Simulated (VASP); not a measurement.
Set up this calculation in VASP 6.6.1, as the native input.

```
Task                   : single point
Functional             : LDA
Potentials or basis    : VASP PAW LDA potentials, release 64 (Sb, Mn_pv)
Cutoff                 : 520 eV
k mesh                 : 7 × 7 × 5
Occupations            : fermi-dirac, width 0.05 eV
Spin                   : collinear spin, ferromagnetic start
Starting moments       : [0.0, 0.0, 4.0, 4.0] μB
Hubbard terms          : Mn d U = 2.0 eV
Dipole correction      : no
Further INCAR settings : ALGO = Normal; EDIFF = 1e-07; NBANDS = 30
```

The structure of MnSb lies in POSCAR:

```
MnSb
1.0
    4.1500000000      0.0000000000      0.0000000000
   -2.0750000000      3.5940054257      0.0000000000
    0.0000000000      0.0000000000      5.7800000000
Sb Mn
2 2
Direct
    0.6666666667      0.3333333333      0.7500000000
    0.3333333333      0.6666666667      0.2500000000
    0.0000000000      0.0000000000      0.5000000000
    0.0000000000      0.0000000000      0.0000000000
```

One way to write it, as run:

INCAR

```
ALGO = Normal ; EDIFF = 1E-7
ENCUT = 520 ; GGA = CA
ISIF = 2 ; ISMEAR = -1
ISPIN = 2 ; LASPH = T
LCHARG = T ; LDAU = T
LDAUJ = 0 0 ; LDAUL = -1 2
LDAUPRINT = 1 ; LDAUTYPE = 2
LDAUU = 0 2 ; LELF = T
LMAXMIX = 4 ; LORBIT = 11
LREAL = F ; LVHAR = T
LWAVE = F ; MAGMOM = 0 0 4 4
NBANDS = 30 ; NELM = 150
PREC = Accurate ; SIGMA = 0.05
```

KPOINTS

```
k-points
0
Gamma
  7 7 5
```

Potentials or basis: VASP PAW LDA potentials, release 64 (Sb, Mn_pv).

Launch:

```sh
$ cat potpaw_LDA.64/Sb/POTCAR potpaw_LDA.64/Mn_pv/POTCAR > POTCAR
$ mpirun -np 1 vasp_std > vasp.out
```

It gave:

| Property | Result |
| --- | --- |
| Pressure | -4.6 GPa |
| Net moment | 7.43 μB per cell |
| Site moments | Sb -0.13; Mn +3.77 μB |
| Valence electrons inside the program's atomic spheres | Sb 2.49; Mn 11.52 |

Caveat: the cell stands under tension; the run started ferromagnetic, and an antiferromagnetic order may lie lower in energy; the U is typed as a test and isn't derived for this compound.

It took 53 s on 1 thread of Intel(R) Xeon(R) 6975P-C (Granite Rapids) (shared host), peak memory 0.24 GiB.
